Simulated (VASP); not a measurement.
A run of VASP 6.6.1 is set up as follows.

INCAR

```
SYSTEM = ZnCu
  ALGO = Fast
  EDIFF = 1E-7
  ENCUT = 520
  GGA = PS
  ISIF = 2
  ISMEAR = 0
  LASPH = .True.
  LCHARG = .False.
  LREAL = .False.
  LWAVE = .False.
  NBANDS = 18
  NELM = 100
  PREC = Accurate
  SIGMA = 0.15
```

The input KPOINTS:

```
k-points
0
Gamma
  20 20 12
  0 0 0
```

Contents of POSCAR:

```
ZnCu
1.0
    1.4880390000     -2.1212790000      0.0000000000
    1.4880390000      2.1212790000      0.0000000000
    0.0000000000      0.0000000000      4.1407460000
Zn Cu
1 1
Direct
    0.5000000000      0.5000000000      0.5000000000
    0.0589267136     -0.0589267136      0.0000000000
```

Potentials or basis: VASP PAW PBE potentials, release 64 (Zn, Cu).

Launch:

```sh
$ cat potpaw_PBE.64/Zn/POTCAR potpaw_PBE.64/Cu/POTCAR > POTCAR
$ mpirun -np 1 vasp_std > vasp.out
```

(1) Predict the largest force.

(2) Estimate the pressure.

Answers

(1) 0.028 eV/Å.

(2) -6.0 GPa.

Caveat: the cell differs from its parent crystal (all Cu atoms moved -0.250 Å, as atom 2 along Cartesian [0 1 0]); the PAW data sets were made with another functional, which shifts forces and pressure a little.
